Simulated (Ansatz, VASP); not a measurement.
# C: VASP beside Ansatz

```
C
1.0
     0.00000    2.04730    3.73645
     1.35562    0.00000    3.73645
     1.35562    2.04730    0.00000
C
2
Direct
  0.16670 0.83330 0.16670
  0.83330 0.16670 0.83330
```

Change from the starting cell: volume 10.370 Å^3 an atom, stretch along b over the lengths across it, relative to the relaxed cell 0.8724.

Alike in both runs: task single point; functional PBE; dispersion D3(BJ); k mesh 18 × 18 × 18; occupations gaussian, width 0.03 eV; no spin polarisation.

|  | VASP | Ansatz |
| --- | --- | --- |
| version | VASP 6.6.1 | Ansatz 0.2.0 |
| potentials or method | VASP PAW PBE potentials, release 64 (C), cutoff 520 eV | scalar-relativistic, plane waves, PAW |
| valence electrons in the cell | 8 | 8 |

Ansatz gave:

```
gap on the k mesh at the Fermi level (eV)                     : 0.11
least direct gap on the mesh (eV)                             : 0.13
pressure (GPa)                                                : -14.4
traceless stress, the component that is largest in VASP (GPa) : -54.50
rms of the force components (eV/Å)                            : 0.706
```

Estimate VASP's values.

gap on the k mesh at the Fermi level (eV): 0.10; least direct gap on the mesh (eV): 0.13; pressure (GPa): -14.0; traceless stress, the component that is largest in VASP (GPa): -54.45; rms of the force components (eV/Å): 0.723.

Atom by atom the forces differ by 0.016 eV/Å (rms over components).
